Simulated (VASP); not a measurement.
Set up this calculation in VASP 6.6.1, as the native input.

```
Task                   : single point
Functional             : PBE
Potentials or basis    : VASP PAW PBE potentials, release 64 (Na_pv, H)
Cutoff                 : 400 eV
k mesh                 : 4 × 4 × 1
Occupations            : gaussian, width 0.1 eV
Spin                   : no spin polarisation
Dipole correction      : yes
Further INCAR settings : ALGO = Normal; EDIFF = 1e-06; NBANDS = 40; NELMDL = -8
```

The structure of Na4H lies in POSCAR:

```
Na4H
1.0
    7.2665054626      0.0000000000      0.0000000000
   -2.4221684875      6.8509270508      0.0000000000
    0.0000000000      0.0000000000     20.9665384335
Na H
8 2
Direct
    0.2500000000      0.2500000000      0.1907801811
    0.2500000000      0.7500000000      0.1907801811
    0.7500000000      0.2500000000      0.1907801811
    0.7500000000      0.7500000000      0.1907801811
    0.0000000000      0.0000000000      0.3322693660
    0.0000000000      0.5000000000      0.3322693660
    0.5000000000      0.0000000000      0.3322693660
    0.5000000000      0.5000000000      0.3322693660
    0.0637974121      0.3333333333      0.4300442089
    0.2695359212      0.3333333333      0.4300442089
```

The input as run:

INCAR

```
SYSTEM = Na4H
PREC = Accurate ; ENCUT = 400
EDIFF = 1E-6 ; ISMEAR = 0
SIGMA = 0.1 ; LREAL = .FALSE.
LASPH = .TRUE. ; NELM = 120
ALGO = Normal ; ISIF = 2
LWAVE = .FALSE. ; LCHARG = .TRUE.
LDIPOL = .TRUE. ; IDIPOL = 3
DIPOL = 0.5 0.5 0.295 ; GGA = PE
LELF = .TRUE. ; LVHAR = .TRUE.
LVACPOTAV = .TRUE. ; NBANDS = 40
GGA_COMPAT = .FALSE. ; NELMDL = -8
```

KPOINTS

```
Automatic mesh
0
G
  4 4 1
  0 0 0
```

Potentials or basis: VASP PAW PBE potentials, release 64 (Na_pv, H).

Run with:

```console
$ cat potpaw_PBE.64/Na_pv/POTCAR potpaw_PBE.64/H/POTCAR > POTCAR
$ mpirun -np 1 vasp_std > vasp.out
```

Results of the run:

```yaml
Largest_force: 1.746 eV/Å
Band_gap_on_the_k_mesh: zero (bands 29 and 30 overlap by 0.70 eV)
```

Run time: 4.6 min on 1 thread of Intel(R) Xeon(R) 6975P-C (Granite Rapids), on a shared host, peak memory 0.74 GiB.
